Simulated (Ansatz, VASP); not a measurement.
**ZrNbGe2 in VASP and in Ansatz**

```
Zr Nb Ge
1.0
    -2.47019    2.47019    2.92794
     2.47019   -2.47019    2.92794
     2.47019    2.47019   -2.92794
Zr Nb Ge
1 1 2
Cartesian
  0.0000 0.0000 2.9279
  0.0000 0.0000 0.0000
  0.0000 2.4702 1.4640
  2.4702 0.0000 1.4640
```

Alike in both runs: functional PBE; k mesh 14 × 14 × 14; occupations gaussian, width 0.1 eV; no spin polarisation.

Ansatz relaxed the structure, and its values are those at the end. VASP's run is a single point on that final structure, the one shown.

```csv
,VASP,Ansatz
version,VASP 6.6.1,Ansatz 0.2.0
potentials or method,"VASP PAW PBE potentials, release 64 (Zr_sv, Nb_sv, Ge_d), cutoff 520 eV","scalar-relativistic, plane waves, PAW"
valence electrons in the cell,53,53
```

```csv
,VASP,Ansatz,Ansatz less VASP
gap on the k mesh at the Fermi level (eV),none,none,-
pressure (GPa),0.0,0.0,+0.02
```

A gap of «none» marks a metal or a gap that the smearing closes.
